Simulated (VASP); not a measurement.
# V (Im-3m) in VASP: elastic constants with LDA

Aim: the elastic constants of V with LDA.

Program: VASP 6.6.1. These are calculated values, not measurements. Logs are shortened: lines on timing, memory, paths and dates and some standing lists are left out, and cuts for length are marked.

### 1 The cell of the first run

It takes space group Im-3m (No. 229, cubic). Conventional cell: a = 2.930 Å, b = 2.930 Å, c = 2.930 Å, α = 90.00°, β = 90.00°, γ = 90.00°. V (site symmetry m-3m) has 14 V at 2.54 to 2.93 Å within 3.3 Å.

### 2 Elastic constants, LDA

File INCAR:

```
SYSTEM = V
PREC = Accurate ; ENCUT = 600
EDIFF = 1E-8 ; ISMEAR = -1
SIGMA = 0.15 ; LREAL = .FALSE.
LASPH = .TRUE. ; NELM = 100
ALGO = Normal ; ISIF = 3
LWAVE = .FALSE. ; LCHARG = .FALSE.
IBRION = 6 ; NFREE = 2
POTIM = 0.015 ; NSW = 1
```

File KPOINTS:

```
regular mesh
0
G
  20 20 20
  0 0 0
```

File POSCAR:

```
V
1.0
   -1.4649465498      1.4649465498      1.4649465498
    1.4649465498     -1.4649465498      1.4649465498
    1.4649465498      1.4649465498     -1.4649465498
V
1
Direct
    0.0000000000      0.0000000000      0.0000000000
```

Potentials or basis: VASP PAW LDA potentials, release 64 (V_sv).

Started as:

```sh
$ cat potpaw_LDA.64/V_sv/POTCAR > POTCAR
$ mpirun -np 1 vasp_std > vasp.out
```

OUTCAR:

```text
SYSTEM = V
   PREC = Accurate
   ENCUT = 600
   EDIFF = 1E-8
   ISMEAR = -1
   LREAL = .FALSE.
   LASPH = .TRUE.
   NELM = 100
   ISIF = 3
   IBRION = 6
   NFREE = 2
   POTIM = 0.015
   NSW = 1

 ion  position               nearest neighbor table
   1  0.000  0.000  0.000-

  LATTYP: Found a body centered cubic cell.
 ALAT       =     2.9298930996

  Lattice vectors:

 A1 = (  -1.4649465498,   1.4649465498,   1.4649465498)
 A2 = (   1.4649465498,  -1.4649465498,   1.4649465498)
 A3 = (   1.4649465498,   1.4649465498,  -1.4649465498)

Analysis of symmetry for initial positions (statically):
=====================================================================
 Subroutine PRICEL returns:
 Original cell was already a primitive cell.

 Routine SETGRP: Setting up the symmetry group for a
 body centered cubic supercell.

 Subroutine GETGRP returns: Found 48 space group operations
 (whereof 48 operations were pure point group operations)
 out of a pool of 48 trial point group operations.

The static configuration has the point symmetry O_h .

Analysis of symmetry for dynamics (positions and initial velocities):
=====================================================================
 Subroutine PRICEL returns:
 Original cell was already a primitive cell.

 Routine SETGRP: Setting up the symmetry group for a
 body centered cubic supercell.

 Subroutine GETGRP returns: Found 48 space group operations
 (whereof 48 operations were pure point group operations)
 out of a pool of 48 trial point group operations.

The dynamic configuration has the point symmetry O_h .

 Subroutine INISYM returns: Found 48 space group operations
 (whereof 48 operations are pure point group operations),
 and found     1 'primitive' translations

----------------------------------------------------------------------------------------

                                     Primitive cell

  volume of cell :      12.5755

  direct lattice vectors                    reciprocal lattice vectors
    -1.464946550  1.464946550  1.464946550     0.000000000  0.341309381  0.341309381
     1.464946550 -1.464946550  1.464946550     0.341309381  0.000000000  0.341309381
     1.464946550  1.464946550 -1.464946550     0.341309381  0.341309381  0.000000000

  length of vectors
     2.537361855  2.537361855  2.537361855     0.482684355  0.482684355  0.482684355

  position of ions in fractional coordinates (direct lattice)
     0.000000000  0.000000000  0.000000000

  ion indices of the primitive-cell ions
   primitive index   ion index
                 1           1

----------------------------------------------------------------------------------------

 KPOINTS: regular mesh

Automatic generation of k-mesh.
 Grid dimensions read from file:
 generate k-points for:   20   20   20

 Generating k-lattice:

  Cartesian coordinates                     Fractional coordinates (reciprocal lattice)
     0.000000000  0.017065469  0.017065469     0.050000000  0.000000000  0.000000000
     0.017065469  0.000000000  0.017065469     0.000000000  0.050000000  0.000000000
     0.017065469  0.017065469  0.000000000     0.000000000  0.000000000  0.050000000

  Length of vectors
     0.024134218  0.024134218  0.024134218

  Shift w.r.t. Gamma in fractional coordinates (k-lattice)
     0.000000000  0.000000000  0.000000000

 Subroutine IBZKPT returns following result:
 ===========================================

 Found    256 irreducible k-points:

 Following reciprocal coordinates:
            Coordinates               Weight
  0.000000  0.000000  0.000000      1.000000
  0.050000  0.000000  0.000000     12.000000
  0.100000  0.000000  0.000000     12.000000
  0.150000  0.000000  0.000000     12.000000
  0.200000  0.000000  0.000000     12.000000
  0.250000  0.000000  0.000000     12.000000
[... 16 lines left out ...]
  0.200000  0.100000  0.000000     48.000000
  0.250000  0.100000  0.000000     48.000000
 [... further k-points ...]
   k-points           NKPTS =    256   k-points in BZ     NKDIM =    256   number of bands    NBANDS=     10
   number of dos      NEDOS =    301   number of ions     NIONS =      1
[... 24 lines left out ...]
   POTIM  = 0.0150    time-step for ionic-motion
   TEBEG  =    0.0;   TEEND  =   0.0 temperature during run
   PSTRESS=    0.0 pullay stress
   NELECT =      13.0000    total number of electrons
   NUPDOWN=      -1.0000    fix difference up-down
   EMIN   =  10.00;   EMAX   =-10.00  energy-range for DOS
   EFERMI =   0.00;   METHOD = LEGACY
   ISMEAR =    -1;   SIGMA  =   0.15  broadening in eV -4-tet -1-fermi 0-gaus
   EFERMI_NEDOS =   21; number of points for ismear=-14 and -15
   IALGO  =     38    algorithm
   IMIX   =      4    mixing-type and parameters
     AMIX     =   0.40;   BMIX     =  1.00
     AMIX_MAG =   1.60;   BMIX_MAG =  1.00
  volume/ion in A,a.u.               =      12.58        84.86
  Fermi-wavevector in a.u.,A,eV,Ry     =   1.655316  3.128093 37.280917  2.740070
  Thomas-Fermi vector in A             =   2.743433
   LORBIT       =      0    0 simple, 1 ext, 2 COOP (PROOUT), +10 PAW based schemes
   GGA     = CA    functional components
   LHFCALC =     F    Hartree Fock is set to
   AEXX    =    0.0000 exact exchange contribution
   IVDW    =     0    specifies the selected vdW correction
   LEPSILON=     F    determine dielectric tensor
   LRPA    =     F    only Hartree local field effects (RPA)
 finite differences with symmetry
 non-spin polarized calculation
  energy-cutoff  :      600.00
  volume of cell :       12.58
 maximum number of plane-waves:       431
   NGX = 11   NGY = 11   NGZ = 11

--------------------------------------- Ionic step        1  -------------------------------------------

 number of electron      13.0000011 magnetization

 Free energy of the ion-electron system (eV)
  ---------------------------------------------------
  ext. energy  EPLUGINS =         0.00000000
  ---------------------------------------------------
  free energy    TOTEN  =       -10.00847965 eV

  energy without entropy =       -9.89652592  energy(sigma->0) =       -9.95250278

------------------------ aborting loop because EDIFF is reached ----------------------------------------

  FORCE on cell =-STRESS in cart. coord.  units (eV):
  Direction    XX          YY          ZZ          XY          YZ          ZX
  --------------------------------------------------------------------------------------
  -------------------------------------------------------------------------------------
  Total        0.0357898      0.0357898      0.0357898      0.0000000      0.0000000     -0.0000000
  in kB        4.5597886      4.5597886      4.5597886      0.0000000      0.0000000     -0.0000000
  external PRESSURE =       4.5597886 kB  Pullay stress =       0.0000000 kB
[... 86 lines left out ...]
  FREE ENERGIE OF THE ION-ELECTRON SYSTEM (eV)
  ---------------------------------------------------
  free  energy   TOTEN  =       -10.0051300728 eV

  energy  without entropy=       -9.8948990805  energy(sigma->0) =       -9.95001458

[... ionic steps 4 to 12 ...]

--------------------------------------- Ionic step       13  -------------------------------------------

 number of electron      13.0000009 magnetization

------------------------ aborting loop because EDIFF is reached ----------------------------------------
[... 65 lines left out ...]
--------------------------------------- Ionic step       15  -------------------------------------------

 number of electron      13.0000005 magnetization

 Free energy of the ion-electron system (eV)
  ---------------------------------------------------
  ext. energy  EPLUGINS =         0.00000000
  ---------------------------------------------------
  free energy    TOTEN  =       -10.00847443 eV

  energy without entropy =       -9.89652089  energy(sigma->0) =       -9.95249766

 E-fermi :  10.4122     XC(G=0): -13.6075

 val. band max:       10.4111267056   @ k =  -0.2000   0.3000   0.1000
 cond. band min:      10.4128793585   @ k =  -0.2000   0.2000   0.1000
 fundamental gap:      0.0017526529
 Fermi energy:        10.4122257310

 k-point     1 :       0.0000    0.0000    0.0000
  band No.  band energies     occupation
      1     -52.5120      2.00000
      2     -26.0867      2.00000
      3     -26.0867      2.00000
      4     -26.0867      2.00000
      5       3.7216      2.00000
      6      10.7736      0.16499
      7      10.7736      0.16499
      8      10.7736      0.16499
      9      12.9488      0.00000
     10      12.9488      0.00000
[... 287 lines left out ...]
 k-point    24 :       0.2500    0.1000    0.0000
  band No.  band energies     occupation
      1     -52.3236      2.00000
      2     -26.8629      2.00000
      3     -26.3335      2.00000
      4     -26.1319      2.00000
      5       6.7955      2.00000
      6       9.6071      1.99071
      7      10.0920      1.78848
      8      12.5473      0.00000
      9      13.2798      0.00000
     10      13.6158      0.00000

 [... further k-points ...]

------------------------ aborting loop because EDIFF is reached ----------------------------------------

  FORCE on cell =-STRESS in cart. coord.  units (eV):
  Direction    XX          YY          ZZ          XY          YZ          ZX
  --------------------------------------------------------------------------------------
  -------------------------------------------------------------------------------------
  Total        0.0352870      0.0352870      0.0352870      0.0000000      0.0000000      0.0000000
  in kB        4.4957339      4.4957339      4.4957339      0.0000000      0.0000000      0.0000000
  external PRESSURE =       4.4957339 kB  Pullay stress =       0.0000000 kB
[... 16 lines left out ...]
  FREE ENERGIE OF THE ION-ELECTRON SYSTEM (eV)
  ---------------------------------------------------
  free  energy   TOTEN  =       -10.0084744308 eV

  energy  without entropy=       -9.8965208922  energy(sigma->0) =       -9.95249766

 INTERNAL STRAIN TENSORS FROM STRAINED CELLS
 ============================================

 INTERNAL STRAIN TENSOR FOR ION    1 for displacements in x,y,z  (eV/Angst):
          X           Y           Z          XY          YZ          ZX
  --------------------------------------------------------------------------------
  x    -0.00000     0.00000     0.00000     0.00000     0.00000     0.00000
  y    -0.00000    -0.00000    -0.00000     0.00000    -0.00000     0.00000
  z    -0.00000     0.00000    -0.00000     0.00000     0.00000    -0.00000

 INTERNAL STRAIN TENSORS FROM DISPLACED ATOMS
 ============================================

 INTERNAL STRAIN TENSOR FOR ION    1 for displacements in x,y,z  (eV/Angst):
          X           Y           Z          XY          YZ          ZX
  --------------------------------------------------------------------------------
  x     0.00000     0.00000     0.00000     0.00000     0.00000     0.00000
  y     0.00000     0.00000     0.00000     0.00000     0.00000     0.00000
  z     0.00000     0.00000     0.00000     0.00000     0.00000     0.00000

 Eigenvectors and eigenvalues of the dynamical matrix
 ----------------------------------------------------

   1 f  =    0.000000 THz     0.000000 2PiTHz    0.000000 cm-1     0.000000 meV
             X         Y         Z           dx          dy          dz
      0.000000  0.000000  0.000000     0.222825   -0.974859    0.000000

   2 f  =    0.000000 THz     0.000000 2PiTHz    0.000000 cm-1     0.000000 meV
             X         Y         Z           dx          dy          dz
      0.000000  0.000000  0.000000    -0.974859   -0.222825    0.000000

   3 f  =    0.000000 THz     0.000000 2PiTHz    0.000000 cm-1     0.000000 meV
             X         Y         Z           dx          dy          dz
      0.000000  0.000000  0.000000     0.000000    0.000000    1.000000

--------------------------------------------------------------------------------------------------------

 ELASTIC MODULI CONTR FROM IONIC RELAXATION (kBar)
 Direction    XX          YY          ZZ          XY          YZ          ZX
 --------------------------------------------------------------------------------
 XX           0.0000      0.0000      0.0000      0.0000      0.0000      0.0000
 YY           0.0000      0.0000      0.0000      0.0000      0.0000      0.0000
 ZZ           0.0000      0.0000      0.0000      0.0000      0.0000      0.0000
 XY           0.0000      0.0000      0.0000      0.0000      0.0000      0.0000
 YZ           0.0000      0.0000      0.0000      0.0000      0.0000      0.0000
 ZX           0.0000      0.0000      0.0000      0.0000      0.0000      0.0000
 --------------------------------------------------------------------------------

 TOTAL ELASTIC MODULI (kBar)
 Direction    XX          YY          ZZ          XY          YZ          ZX
 --------------------------------------------------------------------------------
 XX        3107.0689   1564.2264   1564.2264     -0.0000     -0.0000     -0.0000
 YY        1564.2264   3107.0689   1564.2264      0.0000      0.0000      0.0000
 ZZ        1564.2264   1564.2264   3107.0689     -0.0000      0.0000     -0.0000
 XY          -0.0000      0.0000     -0.0000    145.8092      0.0000     -0.0000
 YZ          -0.0000      0.0000      0.0000      0.0000    145.8092      0.0000
 ZX          -0.0000      0.0000     -0.0000     -0.0000      0.0000    145.8092
 --------------------------------------------------------------------------------
```

Run time: 13 min. Hardware: 1 thread of AMD EPYC 9R45 (Zen 5), shared host; peak memory 0.59 GiB.

What came out:

```yaml
Elastic_constants_C11_C12_C44: 311, 156, 15 GPa
Voigt_bulk_modulus: 208 GPa
```

Elastic tensor in Voigt notation (GPa, in the Cartesian axes of the cell as first typed):
```
311 156 156   0   0   0
156 311 156   0   0   0
156 156 311   0   0   0
  0   0   0  15   0   0
  0   0   0   0  15   0
  0   0   0   0   0  15
```

Clamped-ion elastic tensor (GPa):
```
311 156 156   0   0   0
156 311 156   0   0   0
156 156 311   0   0   0
  0   0   0  15   0   0
  0   0   0   0  15   0
  0   0   0   0   0  15
```
